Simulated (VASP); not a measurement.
# Co (P6_3/mmc) in VASP: notebook, part 2 of 2

VASP 6.6.1.

## Step 5: Summary

| level | potentials or basis | gap on the mesh (eV) | pressure (GPa) | moment (μB) |
| --- | --- | --- | --- | --- |
| BLYP+D4 | VASP PAW PBE potentials, release 64 (Co) | none | -3.2 | 3.16 |
| PBE exchange alone | VASP PAW PBE potentials, release 64 (Co) | none | 27.3 | 3.33 |
| LDA | VASP PAW LDA potentials, release 64 (Co) | none | -19.2 | 3.06 |

Alike in all rows: task single point; spin collinear, ferromagnetic start; cell as given; k mesh 12 × 12 × 7; cutoff (eV) 520; smearing fermi-dirac 0.05 eV.

Caveats: the cell stands under tension (at least some runs); the PAW data sets were made with another functional, which shifts forces and pressure a little (at least some runs); the cell stands under pressure (at least some runs).

Absolute energies hang on the potentials; compare differences alone.
